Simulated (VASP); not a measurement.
# Ga: single point with RPBE

The system is Ga.

```
Ga
1.0
     4.76515    0.00000    0.00000
    -2.38257    4.12674    0.00000
     0.00000    0.00000    3.05960
Ga
3
Direct
  0.00000 0.00000 0.00000
  0.33333 0.66667 0.50000
  0.66667 0.33333 0.50000
```

```yaml
Program: VASP 6.6.1
Task: single point
Functional: RPBE
Potentials_or_basis: VASP PAW PBE potentials, release 64 (Ga_d)
Cutoff: 520 eV
k_mesh: 9 × 9 × 12
Occupations: fermi-dirac, width 0.1 eV
Spin: no spin polarisation
Dipole_correction: no
Further_INCAR_settings: ALGO = Normal; EDIFF = 1e-06; NBANDS = 26
```

```json
{"Pressure": "0.3 GPa"}
```

Stress tensor (GPa, compression positive):
```
 0.50  0.00  0.00
 0.00  0.50  0.00
 0.00  0.00 -0.05
```

Levels at points of the mesh, in eV from the Fermi level:
```tsv
k point	band 16	band 17	band 18	band 19	band 20	band 21	band 22	band 23
(0.00, 0.00, 0.00)	-10.58	-2.64	-2.35	-1.05	-1.05	-0.84	-0.84	4.72
(0.00, 0.00, 0.50)	-7.04	-5.86	1.01	1.30	1.30	1.59	1.64	2.10
```

Run time: 47 s on 1 thread of Intel Xeon 6975P-C, with other jobs on the host, peak memory 0.24 GiB.

Caveat: the PAW data sets were made with another functional, which shifts forces and pressure a little.
